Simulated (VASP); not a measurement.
# Al2Cu (P-3m1) in VASP: further runs

Runs on Al2Cu. Level: PBE. Tasks: single point, relaxation of cell and atoms.

All numbers are computed with VASP 6.6.1; they aren't measurements. Logs are shortened: lines on timing, memory, paths and dates and some standing lists are left out, and cuts for length are marked.

### 1 The cell of the first run

Symmetry: P-3m1, No. 164, trigonal system. Conventional cell: a = 2.890 Å, b = 2.890 Å, c = 6.144 Å, α = 90.00°, β = 90.00°, γ = 120.00°. Within 3.4 Å of Al (site symmetry 3m) lie 3 Cu at 2.58 Å and 9 Al at 2.76 to 2.89 Å. Cu (site symmetry -3m) has 6 Al at 2.58 Å and 6 Cu at 2.89 Å within 3.4 Å.

### 2 Single point, PBE

File INCAR:

```
SYSTEM = Al2Cu
PREC     = Accurate       ! precision mode
ENCUT    = 520            ! plane-wave cutoff, eV
EDIFF    = 1E-6           ! SCF threshold, eV
ISMEAR   = 0              ! smearing method
SIGMA    = 0.2            ! smearing width, eV
LREAL    = .False.        ! projectors in reciprocal space
LASPH    = .True.         ! aspherical terms in the spheres
NELM     = 80             ! most SCF steps
ALGO     = Fast           ! electronic algorithm
ISIF     = 2              ! what is computed and relaxed
LWAVE    = .False.        ! write WAVECAR
LCHARG   = .True.         ! write CHGCAR
GGA      = PE             ! functional
LELF     = .True.         ! ELF
LVHAR    = .True.       
NBANDS   = 16             ! bands
```

File KPOINTS:

```
regular mesh
0
Gamma
  7 7 4
  0 0 0
```

File POSCAR:

```
Al2Cu
1.0
    2.8897518974     -0.0000000026      0.0000000000
   -1.4448759465      2.5025985551      0.0000000000
    0.0000000000      0.0000000000      6.1441467579
Al Cu
2 1
Direct
    0.3333333333      0.6666666667      0.8208965964
    0.6666666667      0.3333333333      0.1791034036
    0.0000000000      0.0000000000      0.5000000000
```

Potentials or basis: VASP PAW PBE potentials, release 64 (Al, Cu).

The run is started by

```console
> cat potpaw_PBE.64/Al/POTCAR potpaw_PBE.64/Cu/POTCAR > POTCAR
> mpirun -np 1 vasp_std > vasp.out
```

OUTCAR:

```text
SYSTEM = Al2Cu
   PREC = Accurate
   ENCUT = 520
   EDIFF = 1E-6
   ISMEAR = 0
   LREAL = .False.
   LASPH = .True.
   NELM = 80
   ISIF = 2
   GGA = PE

 ion  position               nearest neighbor table
   1  0.333  0.667  0.821-   3 2.58   3 2.58   3 2.58   2 2.76   2 2.76   2 2.76
   2  0.667  0.333  0.179-   3 2.58   3 2.58   3 2.58   1 2.76   1 2.76   1 2.76
   3  0.000  0.000  0.500-   1 2.58   2 2.58   2 2.58   1 2.58   2 2.58   1 2.58

  LATTYP: Found a hexagonal cell.
 ALAT       =     2.8897518974
 C/A-ratio  =     2.1261848685

  Lattice vectors:

 A1 = (   2.8897518974,  -0.0000000026,   0.0000000000)
 A2 = (  -1.4448759465,   2.5025985551,   0.0000000000)
 A3 = (   0.0000000000,   0.0000000000,   6.1441467579)

Analysis of symmetry for initial positions (statically):
=====================================================================
 Subroutine PRICEL returns:
 Original cell was already a primitive cell.

 Routine SETGRP: Setting up the symmetry group for a
 hexagonal supercell.

 Subroutine GETGRP returns: Found 12 space group operations
 (whereof 12 operations were pure point group operations)
 out of a pool of 24 trial point group operations.

The static configuration has the point symmetry D_3d.

Analysis of symmetry for dynamics (positions and initial velocities):
=====================================================================
 Subroutine PRICEL returns:
 Original cell was already a primitive cell.

 Routine SETGRP: Setting up the symmetry group for a
 hexagonal supercell.

 Subroutine GETGRP returns: Found 12 space group operations
 (whereof 12 operations were pure point group operations)
 out of a pool of 24 trial point group operations.

The dynamic configuration has the point symmetry D_3d.

 Subroutine INISYM returns: Found 12 space group operations
 (whereof 12 operations are pure point group operations),
 and found     1 'primitive' translations

----------------------------------------------------------------------------------------

                                     Primitive cell

  volume of cell :      44.4338

  direct lattice vectors                    reciprocal lattice vectors
     2.889751897 -0.000000003  0.000000000     0.346050469  0.199792331  0.000000000
    -1.444875947  2.502598555  0.000000000     0.000000000  0.399584663  0.000000000
     0.000000000  0.000000000  6.144146758     0.000000000  0.000000000  0.162756529

  length of vectors
     2.889751897  2.889751897  6.144146758     0.399584663  0.399584663  0.162756529

  position of ions in fractional coordinates (direct lattice)
     0.333333333  0.666666667  0.820896596
     0.666666667  0.333333333  0.179103404
     0.000000000  0.000000000  0.500000000

  ion indices of the primitive-cell ions
   primitive index   ion index
                 1           1
                 2           2
                 3           3

----------------------------------------------------------------------------------------

 KPOINTS: regular mesh

Automatic generation of k-mesh.
 Grid dimensions read from file:
 generate k-points for:    7    7    4

 Generating k-lattice:

  Cartesian coordinates                     Fractional coordinates (reciprocal lattice)
     0.049435781  0.028541762  0.000000000     0.142857143  0.000000000  0.000000000
     0.000000000  0.057083523  0.000000000     0.000000000  0.142857143  0.000000000
     0.000000000  0.000000000  0.040689132     0.000000000  0.000000000  0.250000000

  Length of vectors
     0.057083523  0.057083523  0.040689132

  Shift w.r.t. Gamma in fractional coordinates (k-lattice)
     0.000000000  0.000000000  0.000000000

 Subroutine IBZKPT returns following result:
 ===========================================

 Found     28 irreducible k-points:

 Following reciprocal coordinates:
            Coordinates               Weight
  0.000000  0.000000  0.000000      1.000000
  0.142857  0.000000  0.000000      6.000000
  0.285714 -0.000000  0.000000      6.000000
  0.428571  0.000000  0.000000      6.000000
  0.142857  0.142857  0.000000      6.000000
  0.285714  0.142857  0.000000     12.000000
[... 16 lines left out ...]
  0.285714 -0.000000  0.500000      6.000000
  0.428571  0.000000  0.500000      6.000000
 [... further k-points ...]
   k-points           NKPTS =     28   k-points in BZ     NKDIM =     28   number of bands    NBANDS=     16
   number of dos      NEDOS =    301   number of ions     NIONS =      3
   total plane-waves  NPLWV =  27648
   dimension x,y,z NGX =    24 NGY =   24 NGZ =   48
   dimension x,y,z NGXF=    48 NGYF=   48 NGZF=   96
   ions per type =               2   1
   NGX,Y,Z   is equivalent  to a cutoff of  13.81, 13.81, 12.99 a.u.
   NGXF,Y,Z  is equivalent  to a cutoff of  27.61, 27.61, 25.98 a.u.
 SYSTEM =  Al2Cu
   PREC   = accura    normal or accurate (medium, high low for compatibility)
   ISTART =      0    job   : 0-new  1-cont  2-samecut
   ICHARG =      2    charge: 1-file 2-atom 10-const
   ISPIN  =      1    spin polarized calculation?
   LNONCOLLINEAR =      F non collinear calculations
   LSORBIT =      F    spin-orbit coupling
   LASPH  =      T    aspherical Exc in radial PAW
   ENCUT  =  520.0 eV  38.22 Ry    6.18 a.u.   5.37  5.37 11.42*2*pi/ulx,y,z
   NELM   =     80;   NELMIN=  2; NELMDL= -5     # of ELM steps
   EDIFF  = 0.1E-05   stopping-criterion for ELM
   LREAL  =      F    real-space projection
   EDIFFG = 0.1E-04   stopping-criterion for IOM
   NSW    =      0    number of steps for IOM
   IBRION =     -1    ionic relax: 0-MD 1-quasi-New 2-CG
   NFREE  =      0    steps in history (QN), initial steepest desc. (CG)
   ISIF   =      2    stress and relaxation
   ISYM   =      2    0-nonsym 1-usesym 2-fastsym
   POTIM  = 0.5000    time-step for ionic-motion
   TEBEG  =    0.0;   TEEND  =   0.0 temperature during run
   PSTRESS=    0.0 pullay stress
   NELECT =      17.0000    total number of electrons
   NUPDOWN=      -1.0000    fix difference up-down
   EMIN   =  10.00;   EMAX   =-10.00  energy-range for DOS
   EFERMI =   0.00;   METHOD = LEGACY
   ISMEAR =     0;   SIGMA  =   0.20  broadening in eV -4-tet -1-fermi 0-gaus
   EFERMI_NEDOS =   21; number of points for ismear=-14 and -15
   IALGO  =     68    algorithm
   IMIX   =      4    mixing-type and parameters
     AMIX     =   0.40;   BMIX     =  1.00
     AMIX_MAG =   1.60;   BMIX_MAG =  1.00
  volume/ion in A,a.u.               =      14.81        99.95
  Fermi-wavevector in a.u.,A,eV,Ry     =   1.188466  2.245875 19.217563  1.412451
  Thomas-Fermi vector in A             =   2.324595
   LORBIT       =      0    0 simple, 1 ext, 2 COOP (PROOUT), +10 PAW based schemes
   GGA     = PE    functional components
   LHFCALC =     F    Hartree Fock is set to
   AEXX    =    0.0000 exact exchange contribution
   IVDW    =     0    specifies the selected vdW correction
   LEPSILON=     F    determine dielectric tensor
   LRPA    =     F    only Hartree local field effects (RPA)
 non-spin polarized calculation
 RMM-DIIS sequential band-by-band and
 Gauss-broadening in eV      SIGMA  =   0.20
  energy-cutoff  :      520.00
  volume of cell :       44.43
 maximum number of plane-waves:      1211
 NGX is ok and might be reduce to    24
   NGX = 11   NGY = 11   NGZ = 23

 number of electron      17.0000002 magnetization

 Free energy of the ion-electron system (eV)
  ---------------------------------------------------
  ext. energy  EPLUGINS =         0.00000000
  ---------------------------------------------------
  free energy    TOTEN  =       -11.54298187 eV

  energy without entropy =      -11.52790271  energy(sigma->0) =      -11.53544229

 E-fermi :   7.7769     XC(G=0): -10.8938

 val. band max:        7.7729863750   @ k =   0.0000   0.0000   0.5000
 cond. band min:       7.9785169248   @ k =   0.2857   0.1429   0.2500
 fundamental gap:      0.2055305498
 Fermi energy:         7.7769121370

 k-point     1 :       0.0000    0.0000    0.0000
  band No.  band energies     occupation
      1      -2.8749      2.00000
      2       0.8152      2.00000
      3       1.4272      2.00000
      4       4.1705      2.00000
      5       4.4773      2.00000
      6       4.4773      2.00000
[... 8 lines left out ...]
     15      21.6436      0.00000
     16      21.6651      0.00000

 k-point     2 :       0.1429    0.0000    0.0000
  band No.  band energies     occupation
      1      -2.3915      2.00000
      2       1.2050      2.00000
      3       1.9085      2.00000
      4       4.2418      2.00000
      5       4.3822      2.00000
      6       4.5917      2.00000
[... 8 lines left out ...]
     15      19.1972      0.00000
     16      19.6472      0.00000

 k-point     3 :       0.2857   -0.0000    0.0000
  band No.  band energies     occupation
      1      -0.9638      2.00000
      2       2.2194      2.00000
      3       3.1802      2.00000
      4       4.3036      2.00000
      5       4.4106      2.00000
      6       4.6036      2.00000
[... 8 lines left out ...]
     15      17.1806      0.00000
     16      18.2010      0.00000

 k-point     4 :       0.4286    0.0000    0.0000
  band No.  band energies     occupation
      1       1.2990      2.00000
      2       3.0633      2.00000
      3       3.6001      2.00000
      4       4.0527      2.00000
      5       4.5446      2.00000
      6       5.2047      2.00000
[... 8 lines left out ...]
     15      17.4525      0.00000
     16      17.4930      0.00000
[... 324 lines left out ...]
 k-point    22 :       0.1429    0.0000    0.5000
  band No.  band energies     occupation
      1      -1.7666      2.00000
      2      -0.9037      2.00000
      3       3.6975      2.00000
      4       4.2796      2.00000
      5       4.4557      2.00000
      6       4.5917      2.00000
[... 8 lines left out ...]
     15      19.6968      0.00000
     16      21.3218      0.00000

 k-point    23 :       0.2857   -0.0000    0.5000
  band No.  band energies     occupation
      1      -0.3880      2.00000
      2       0.5102      2.00000
      3       3.8685      2.00000
      4       4.0539      2.00000
      5       4.3517      2.00000
      6       4.6022      2.00000
[... 8 lines left out ...]
     15      17.3828      0.00000
     16      18.6363      0.00000

 k-point    24 :       0.4286    0.0000    0.5000
  band No.  band energies     occupation
      1       1.7606      2.00000
      2       2.4878      2.00000
      3       3.7050      2.00000
      4       3.9729      2.00000
      5       4.5311      2.00000
      6       4.5425      2.00000
[... 8 lines left out ...]
     15      15.2320      0.00000
     16      16.4501      0.00000

 [... further k-points ...]
[... 5 lines left out ...]
  --------------------------------------------------------------------------------------
  -------------------------------------------------------------------------------------
  Total        0.0141805      0.0141805      0.0228314     -0.0000000     -0.0000000      0.0000000
  in kB        0.5113147      0.5113147      0.8232474     -0.0000000     -0.0000000      0.0000000
  external PRESSURE =       0.6152923 kB  Pullay stress =       0.0000000 kB

 VOLUME and BASIS-vectors are now :
 -----------------------------------------------------------------------------
  energy-cutoff  :      520.00
  volume of cell :       44.43
      direct lattice vectors                 reciprocal lattice vectors
     2.889751897 -0.000000003  0.000000000     0.346050469  0.199792331  0.000000000
    -1.444875947  2.502598555  0.000000000     0.000000000  0.399584663  0.000000000
     0.000000000  0.000000000  6.144146758     0.000000000  0.000000000  0.162756529

 POSITION                                       TOTAL-FORCE (eV/Angst)
 -----------------------------------------------------------------------------------
      0.00000      1.66840      5.04371         0.000000      0.000000     -0.028256
      1.44488      0.83420      1.10044        -0.000000     -0.000000      0.028256
      0.00000      0.00000      3.07207         0.000000      0.000000      0.000000
 -----------------------------------------------------------------------------------
    total drift:                                0.000000      0.000000      0.000000

  FREE ENERGIE OF THE ION-ELECTRON SYSTEM (eV)
  ---------------------------------------------------
  free  energy   TOTEN  =       -11.5429818669 eV

  energy  without entropy=      -11.5279027113  energy(sigma->0) =      -11.53544229
```

Run time: 22 s. Hardware: 1 thread of Intel Xeon Platinum 8259CL at 2.50GHz (Skylake/Cascade Lake), shared host; peak memory 0.17 GiB.

Results:

```yaml
Free_energy: -11.5430 eV
Pressure: 0.1 GPa
Largest_force: 0.028 eV/Å
```

Forces in eV/Å, atoms in the order of the input:
```
Al   0.000  0.000 -0.028
Al   0.000  0.000  0.028
Cu   0.000  0.000  0.000
```

### 3 Relaxation of cell and atoms, PBE

This run uses another cell than the first one, of 14.30 Å³/atom, 0.965 times its volume.

File INCAR:

```
SYSTEM = Al2Cu
PREC     = Accurate       ! precision mode
ENCUT    = 600            ! plane-wave cutoff, eV
EDIFF    = 1E-7           ! SCF threshold, eV
ISMEAR   = 0              ! smearing method
SIGMA    = 0.2            ! smearing width, eV
LREAL    = .FALSE.        ! projectors in reciprocal space
LASPH    = .TRUE.         ! aspherical terms in the spheres
NELM     = 80             ! most SCF steps
ALGO     = Fast           ! electronic algorithm
ISIF     = 3              ! what is computed and relaxed
LWAVE    = .FALSE.        ! write WAVECAR
LCHARG   = .FALSE.        ! write CHGCAR
GGA      = PE             ! functional
IBRION   = 2              ! ionic algorithm
NSW      = 36             ! ionic steps
EDIFFG   = -0.08          ! ionic threshold
```

File KPOINTS:

```
Automatic mesh
0
G
  7 7 4
  0 0 0
```

File POSCAR:

```
Al2Cu
1.0
    3.2284206300      0.0000000000      0.0000000000
   -1.6142103100      2.7958942800      0.0000000000
    0.0000000000      0.0000000000      4.7523375800
Al Cu
2 1
Direct
    0.3333333300      0.6666666700      0.8002050000
    0.6666666700      0.3333333300      0.1997950000
    0.0000000000      0.0000000000      0.5000000000
```

Potentials or basis: VASP PAW PBE potentials, release 64 (Al, Cu).

The run is started by

```console
> cat potpaw_PBE.64/Al/POTCAR potpaw_PBE.64/Cu/POTCAR > POTCAR
> mpirun -np 1 vasp_std > vasp.out
```

Wall time 3.7 min (1 thread of Intel Xeon Platinum 8259CL at 2.50GHz (Skylake/Cascade Lake), shared host); peak memory 0.19 GiB.

The run converged. Its results:

* Free energy: -11.5332 eV
* Relaxed volume: 14.70 Å³/atom
* Relaxed cell: a = 2.856 Å, b = 2.856 Å, c = 6.241 Å, α = 90.00°, β = 90.00°, γ = 120.00°
* Space group after relaxing (to 0.05 Å): P-3m1 (No. 164)
* Energy gained by relaxing: 441.3 meV/atom
* Ionic steps: 10
* Pressure after relaxing: 0.3 GPa
* Largest force after relaxing: 0.021 eV/Å

Forces on the atoms (eV/Å):
```
Al   0.000  0.000 -0.021
Al   0.000  0.000  0.021
Cu   0.000  0.000  0.000
```

Stress tensor (GPa, compression positive):
```
 0.81  0.00  0.00
 0.00  0.81  0.00
 0.00  0.00 -0.84
```

The path:
```csv
step,energy change (eV),largest force (eV/Å),pressure (GPa),volume (Å³)
1,0.0000,0.4825,19.16,42.90
2,-0.5115,0.1342,-5.57,54.33
3,-0.5422,0.0497,-2.19,51.67
4,-0.7407,0.1075,-3.62,51.35
5,-1.1197,0.7215,-6.66,49.42
6,-1.2606,0.7335,-1.95,45.56
7,-1.2717,0.6925,1.66,43.56
8,-1.2754,0.7074,0.64,44.15
9,-1.3103,0.3717,0.34,44.12
10,-1.3240,0.0209,0.26,44.09
```

Final structure:
```yaml
crystal:
  lattice:
    - [2.85617, 0.00000, 0.00000]
    - [-1.42809, 2.47352, 0.00000]
    - [0.00000, 0.00000, 6.24071]
  atoms:
    - { symbol: Al, position: [0.33333, 0.66667, 0.82083] }
    - { symbol: Al, position: [0.66667, 0.33333, 0.17917] }
    - { symbol: Cu, position: [0.00000, 0.00000, 0.50000] }
```

Levels at points of the mesh, in eV from the Fermi level:
```
           k point  band 4  band 5  band 6  band 7  band 8  band 9  band 10  band 11  band 12
(0.00, 0.00, 0.00)   -3.67   -3.29   -3.29   -3.01   -3.01    3.93     5.59    11.34    11.34
(0.00, 0.00, 0.50)   -3.29   -3.29   -3.01   -3.01   -2.73   -0.36    11.50    11.50    11.96
```

Caveat: the relaxation stopped at a loose force limit of 0.08 eV/Å, so its end isn't a converged minimum.

### 4 Single point, PBE

This run uses another cell than the first one, of 14.76 Å³/atom, 0.997 times its volume.

File INCAR:

```
ALGO = Normal
EDIFF = 1E-7
ENCUT = 520
GGA = PE
ISIF = 2
ISMEAR = 0
LASPH = True
LCHARG = False
LREAL = False
LWAVE = False
NBANDS = 16
NELM = 100
PREC = Accurate
SIGMA = 0.1
```

File KPOINTS:

```
k-points
0
Gamma
  12 12 6
```

File POSCAR:

```
Al2Cu
1.0
    2.8661262032      0.0000000000      0.0000000000
   -1.4330631016      2.4821381024      0.0000000000
    0.0000000000      0.0000000000      6.2251679429
Al Cu
2 1
Direct
    0.3333333333      0.6666666667      0.8170426439
    0.6666666667      0.3333333333      0.1829573561
    0.0000000000      0.0000000000      0.5000000000
```

The run is started by

```console
> cat potpaw_PBE.64/Al/POTCAR potpaw_PBE.64/Cu/POTCAR > POTCAR
> mpirun -np 1 vasp_std > vasp.out
```

Wall time 65 s (1 thread of Intel Xeon Platinum 8259CL at 2.50GHz (Skylake/Cascade Lake), shared host); peak memory 0.21 GiB.

Results (log left out):

```yaml
Free_energy: -11.4945 eV
Pressure: 0.1 GPa
Largest_force: 0.020 eV/Å
```

Forces in eV/Å, atoms in the order of the input:
```
Al   0.000  0.000  0.020
Al   0.000  0.000 -0.020
Cu   0.000  0.000  0.000
```

Stress tensor (GPa, compression positive):
```
0.09 0.00 0.00
0.00 0.09 0.00
0.00 0.00 0.27
```

Levels at points of the mesh, in eV from the Fermi level:
| k point | band 6 | band 7 | band 8 | band 9 | band 10 | band 11 |
| --- | --- | --- | --- | --- | --- | --- |
| (0.00, 0.00, 0.00) | -3.49 | -3.21 | -3.21 | 3.77 | 5.51 | 11.05 |
| (0.50, 0.00, 0.00) | -2.69 | -2.63 | -1.98 | -0.93 | 0.40 | 0.87 |
| (0.00, 0.00, 0.50) | -3.21 | -3.21 | -2.87 | -0.51 | 10.78 | 11.24 |
| (0.50, 0.00, 0.50) | -3.42 | -3.11 | -2.69 | -1.33 | 2.82 | 4.00 |

### 5 The runs side by side

```tsv
task	cell	k mesh	cutoff (eV)	smearing	gap on the mesh (eV)	pressure (GPa)	largest force (eV/Å)
single point	a = 2.890, b = 2.890, c = 6.144 Å, angles 90.0, 90.0, 120.0°, 3 atoms	7 × 7 × 4	520	gaussian 0.2 eV	none	0.1	0.03
relaxation of cell and atoms	relaxed from a = 3.228, b = 3.228, c = 4.752 Å, angles 90.0, 90.0, 120.0°, 3 atoms	7 × 7 × 4	600	gaussian 0.2 eV	none	0.3	0.02
single point	a = 2.866, b = 2.866, c = 6.225 Å, angles 90.0, 90.0, 120.0°, 3 atoms	12 × 12 × 6	520	gaussian 0.1 eV	none	0.1	0.02
```

Alike in all rows: level PBE; potentials or basis VASP PAW PBE potentials, release 64 (Al, Cu); no spin polarisation.

Caveats: the relaxation stopped at a loose force limit of 0.08 eV/Å, so its end isn't a converged minimum (some runs).

Total energies depend on the potentials used, so only differences within one code and one set of settings carry meaning.
